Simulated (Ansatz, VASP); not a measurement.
GaN in VASP and in Ansatz

Contents of POSCAR:

```
GaN
1.0
    3.2696238891      0.0000000000      0.0000000000
   -1.6348119446      2.8315773488      0.0000000000
    0.0000000000      0.0000000000      4.8866693426
Ga N
2 2
Direct
    0.3333333333      0.6666666667      0.0000000000
    0.6666666667      0.3333333333      0.5000000000
    0.3333333333      0.6666666667      0.3750000000
    0.6666666667      0.3333333333      0.8750000000
```

File INCAR.step1:

```
PREC     = Accurate       # precision mode
ENCUT    = 520            # plane-wave cutoff, eV
ISMEAR   = 0              # smearing method
SIGMA    = 0.05           # smearing width, eV
LREAL    = F              # projectors in reciprocal space
LASPH    = T              # aspherical terms in the spheres
NELM     = 80             # most SCF steps
NBANDS   = 26             # bands
GGA      = PE             # functional
ALGO     = Normal         # electronic algorithm
EDIFF    = 1E-4           # SCF threshold, eV
LWAVE    = T              # write WAVECAR
LCHARG   = F              # write CHGCAR
```

Contents of INCAR.step2:

```
PREC     = Accurate       # precision mode
ENCUT    = 520            # plane-wave cutoff, eV
EDIFF    = 1E-6           # SCF threshold, eV
ISMEAR   = 0              # smearing method
SIGMA    = 0.05           # smearing width, eV
LREAL    = F              # projectors in reciprocal space
LASPH    = T              # aspherical terms in the spheres
NELM     = 80             # most SCF steps
ALGO     = Normal         # electronic algorithm
ISIF     = 2              # what is computed and relaxed
LWAVE    = F              # write WAVECAR
LCHARG   = F              # write CHGCAR
METAGGA  = R2SCAN         # meta-GGA
LMIXTAU  = T            
NBANDS   = 26             # bands
ISTART   = 1
```

File KPOINTS:

```
regular mesh
0
Gamma
  12 12 6
```

Input for Ansatz:

```yaml
crystal:
  lattice:
    - [3.2696238891, 0.0, 0.0]
    - [-1.6348119446, 2.8315773488, 0.0]
    - [0.0, 0.0, 4.8866693426]
  atoms:
    - { symbol: Ga, position: [0.3333333333, 0.6666666667, 0.0] }
    - { symbol: Ga, position: [0.6666666667, 0.3333333333, 0.5] }
    - { symbol: "N", position: [0.3333333333, 0.6666666667, 0.375] }
    - { symbol: "N", position: [0.6666666667, 0.3333333333, 0.875] }
basis:
  ecutwfc: 500
kpoints:
  mp_grid: { grid: [12, 12, 6] }
hamiltonian:
  xc: r2scan
scf:
  occupations: { method: gaussian, width: 0.05 }
output:
  forces: true
  stress: true
  eigenvalues: true
```

Alike in both runs: task single point; functional r2SCAN; k mesh 12 × 12 × 6; occupations gaussian, width 0.05 eV; no spin polarisation.

```csv
,VASP,Ansatz
version,VASP 6.6.1,Ansatz 0.2.0
potentials or method,"VASP PAW PBE potentials, release 64 (Ga_d, N), cutoff 520 eV","scalar-relativistic, plane waves, PAW"
valence electrons in the cell,36,36
```

|  | VASP | Ansatz | Ansatz less VASP |
| --- | --- | --- | --- |
| gap on the k mesh at the Fermi level (eV) | 2.33 | 2.34 | +0.010 |
| least direct gap on the mesh (eV) | 2.33 | 2.34 | +0.010 |
| pressure (GPa) | 4.6 | 3.6 | -0.95 |
| traceless stress, the component that is largest in VASP (GPa) | 26.35 | 26.04 | -0.309 |
| rms of the force components (eV/Å) | 0.874 | 0.852 | -0.0220 |

VASP's potentials were made for PBE, not for r2SCAN. Atom by atom the forces differ by 0.022 eV/Å (rms over components).
